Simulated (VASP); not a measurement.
I, 1 atom in the cell. The structure is orthorhombic, space group Fmmm (No. 69). Conventional cell: a = 4.384 Å, b = 4.731 Å, c = 7.820 Å, α = 90.00°, β = 90.00°, γ = 90.00°. I (site symmetry mmm) has 4 I at 3.23 Å within 4.2 Å. 

| Quantity | Value |
| --- | --- |
| Program | VASP 6.6.1 |
| Task | relaxation of cell and atoms |
| Functional | PBEsol |
| Potentials or basis | VASP PAW PBE potentials, release 64 (I) |
| Cutoff | 600 eV |
| k mesh | 9 × 9 × 9 |
| Occupations | fermi-dirac, width 0.05 eV |
| Spin | no spin polarisation |
| Dipole correction | no |
| Further INCAR settings | ALGO = Normal; EDIFF = 1e-06; IBRION = 2; EDIFFG = -0.01; NSW = 60; ISIF = 3 |

Potentials or basis: VASP PAW PBE potentials, release 64 (I).

Run with:

```sh
$ cat potpaw_PBE.64/I/POTCAR > POTCAR
$ mpirun -np 1 vasp_std > vasp.out
```

Hardware: 1 thread of Intel(R) Xeon(R) Platinum 8259CL CPU @ 2.50GHz (Skylake/Cascade Lake) (shared host).

Problem. Estimate the wall time of this run.

Solution. Run time: 5 min on 1 thread of Intel(R) Xeon(R) Platinum 8259CL CPU @ 2.50GHz (Skylake/Cascade Lake) (shared host), peak memory 0.22 GiB. Counts: scf iterations 86, k points 125, ion steps 14.
